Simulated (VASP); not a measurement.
Write the native input for VASP 6.6.1 that does the following.

```yaml
Task: single point
Functional: r2SCAN
Potentials_or_basis: VASP PAW PBE potentials, release 64 (As)
Cutoff: 520 eV
k_mesh: 15 × 15 × 15
Occupations: gaussian, width 0.1 eV
Spin: no spin polarisation
Dipole_correction: no
Further_INCAR_settings: ALGO = Normal; EDIFF = 1e-07; NBANDS = 12
```

The system is As.

```
CELL_PARAMETERS angstrom
1.89097 1.09175 3.36808
-1.89097 1.09175 3.36808
0.00000 -2.18350 3.36808
ATOMIC_POSITIONS crystal
As 0.23018 0.23018 0.23018
As 0.76982 0.76982 0.76982
```

These files were run (other wordings do the same):

POSCAR

```
As
1.0
    1.8909704620      1.0917523053      3.3680828135
   -1.8909704620      1.0917523053      3.3680828135
    0.0000000000     -2.1835046105      3.3680828135
As
2
Direct
    0.2301848442      0.2301848442      0.2301848442
    0.7698151558      0.7698151558      0.7698151558
```

INCAR.step1

```
SYSTEM = As
PREC = Accurate ; ENCUT = 520
ISMEAR = 0 ; SIGMA = 0.1
LREAL = .False. ; LASPH = .True.
NELM = 60 ; NBANDS = 12
GGA = PE ; ALGO = Normal
EDIFF = 1E-4 ; LWAVE = .True.
LCHARG = .False.
```

INCAR.step2

```
SYSTEM = As
PREC = Accurate ; ENCUT = 520
EDIFF = 1E-7 ; ISMEAR = 0
SIGMA = 0.1 ; LREAL = .False.
LASPH = .True. ; NELM = 60
ALGO = Normal ; ISIF = 2
LWAVE = .False. ; LCHARG = .False.
METAGGA = R2SCAN ; LMIXTAU = .True.
NBANDS = 12 ; ISTART = 1
```

KPOINTS

```
Automatic mesh
0
Gamma
  15 15 15
  0 0 0
```

Potentials or basis: VASP PAW PBE potentials, release 64 (As).

Run with:

```console
$ cat potpaw_PBE.64/As/POTCAR > POTCAR
$ cp INCAR.step1 INCAR
$ mpirun -np 1 vasp_std > vasp.out
$ cp INCAR.step2 INCAR
$ mpirun -np 1 vasp_std > vasp.out
```

It gave:

- Pressure: 1.7 GPa
- Largest force: 0.192 eV/Å
- Band gap on the k mesh: zero (bands 5 and 6 overlap by 0.14 eV)

Caveat: the PAW data sets were made with another functional, which shifts forces and pressure a little.

Wall time 4.8 min on 1 thread of AMD EPYC 9R45 (Zen 5) (shared host), peak memory 0.25 GiB.
